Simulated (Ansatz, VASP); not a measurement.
This is a calculation of Sn for VASP 6.6.1.

The input INCAR:

```
PREC = Accurate
ENCUT = 520
EDIFF = 1E-6
ISMEAR = 0
SIGMA = 0.016
LREAL = False
LASPH = True
NELM = 100
ALGO = Normal
ISIF = 2
LWAVE = False
LCHARG = False
GGA = PE
NBANDS = 21
```

The input KPOINTS:

```
Automatic mesh
0
Gamma
  9 9 9
```

Contents of POSCAR:

```
Sn
1.0
   -2.9401404553      2.9401404553      1.5993019889
    2.9401404553     -2.9401404553      1.5993019889
    2.9401404553      2.9401404553     -1.5993019889
Sn
2
Direct
    0.0000000000      0.0000000000      0.0000000000
    0.7500000000      0.2500000000      0.5000000000
```

Potentials or basis: VASP PAW PBE potentials, release 64 (Sn_d).

Launch:

```sh
$ cat potpaw_PBE.64/Sn_d/POTCAR > POTCAR
$ mpirun -np 1 vasp_std > vasp.out
```

**Question.** Set up the same calculation for Ansatz 0.2.0. Potentials there: all-electron LAPW, scalar-relativistic.

**Answer.** As run (the cutoff follows the program's own potentials):

File input.yaml:

```yaml
crystal:
  lattice:
    - [-2.9401404553, 2.9401404553, 1.5993019889]
    - [2.9401404553, -2.9401404553, 1.5993019889]
    - [2.9401404553, 2.9401404553, -1.5993019889]
  atoms:
    - { symbol: Sn, position: [0.0, 0.0, 0.0] }
    - { symbol: Sn, position: [0.75, 0.25, 0.5] }
kpoints:
  mp_grid: { grid: [9, 9, 9] }
scf:
  occupations: { method: gaussian, width: 0.016 }
hamiltonian:
  xc: pbe
  pseudopotentials: { kind: all_electron, lapw: { basis_error: 0.001 } }
output:
  forces: true
  stress: true
  eigenvalues: true
```

Potentials or basis: all-electron LAPW, scalar-relativistic.

Run with:

```bash
$ ansatz run input.yaml --threads 1 --pin off --max-ram 3072MiB --backend cpu --events-out ev --progress --plain --runs-dir out
```

Both were run:

|  | VASP | Ansatz | Ansatz less VASP |
| --- | --- | --- | --- |
| gap on the k mesh at the Fermi level (eV) | none | none | - |
| pressure (GPa) | 1.4 | 1.4 | +0.05 |
| traceless stress, the component that is largest in VASP (GPa) | -0.24 | -0.25 | -0.008 |

A gap of «none» marks a metal or a gap that the smearing closes. Ansatz ran all-electron here, and VASP with PAW potentials.
